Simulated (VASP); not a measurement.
Input of a VASP 6.6.1 run:

File INCAR:

```
  PREC = Accurate
  ENCUT = 520
  EDIFF = 1E-7
  ISMEAR = 0
  SIGMA = 0.05
  LREAL = False
  LASPH = True
  NELM = 80
  ALGO = Normal
  ISIF = 2
  LWAVE = False
  LCHARG = False
  GGA = PE
  NBANDS = 24
```

KPOINTS

```
Automatic mesh
0
Gamma
  9 9 6
```

Contents of POSCAR:

```
CaO
1.0
    3.9512116086      0.0000000000      0.0000000000
   -1.9756058043      3.4218496288      0.0000000000
    0.0000000000      0.0000000000      4.9361256247
Ca O
2 2
Direct
    0.3333333333      0.6666666667      0.7500000000
    0.6666666667      0.3333333333      0.2500000000
    0.3333333333      0.6666666667      0.2500000000
    0.6666666667      0.3333333333      0.7500000000
```

Potentials or basis: VASP PAW PBE potentials, release 64 (Ca_sv, O).

Run with:

```bash
$ cat potpaw_PBE.64/Ca_sv/POTCAR potpaw_PBE.64/O/POTCAR > POTCAR
$ mpirun -np 1 vasp_std > vasp.out
```

Problem. Estimate the pressure.

Solution. 0.6 GPa.

Problem. Predict the band gap on the k mesh.

Solution. 3.22 eV, direct.

Stress tensor (GPa, compression positive):
```
 2.13  0.00  0.00
 0.00  2.13  0.00
 0.00  0.00 -2.54
```

Caveat: the cell differs from its parent crystal (strain +e along x and -e along y +0.0000, strain +e along z and -e/2 along x and y +0.0267). A k mesh can miss the band edges.
